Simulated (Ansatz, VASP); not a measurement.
# LiF in VASP and in Ansatz

```
Li F
1.0
     3.06311    0.00000    0.00000
    -1.53155    2.65273    0.00000
     0.00000    0.00000    4.55913
Li F
2 2
Cartesian
  0.0000 1.7685 1.9213
  1.5316 0.8842 4.2008
  0.0000 1.7685 4.5182
  1.5316 0.8842 2.2386
```

Alike in both runs: task single point; functional LDA; k mesh 9 × 9 × 6; occupations gaussian, width 0.05 eV; no spin polarisation.

|  | VASP | Ansatz |
| --- | --- | --- |
| version | VASP 6.6.1 | Ansatz 0.2.0 |
| potentials or method | VASP PAW LDA potentials, release 64 (Li_sv, F), cutoff 520 eV | scalar-relativistic, plane waves, PAW |
| valence electrons in the cell | 20 | 20 |

|  | VASP | Ansatz | Ansatz less VASP |
| --- | --- | --- | --- |
| gap on the k mesh at the Fermi level (eV) | 7.62 | 7.63 | +0.016 |
| least direct gap on the mesh (eV) | 7.62 | 7.63 | +0.016 |
| rms of the force components (eV/Å) | 0.130 | 0.131 | +0.0006 |

LDA's correlation is that of Perdew and Zunger in VASP and of Perdew and Wang (1992) in Ansatz. Atom by atom the forces differ by 0.001 eV/Å (rms over components).

Noted on VASP's run: the cutoff is under 1.25 times that of the potentials, so the pressure is a little rough.
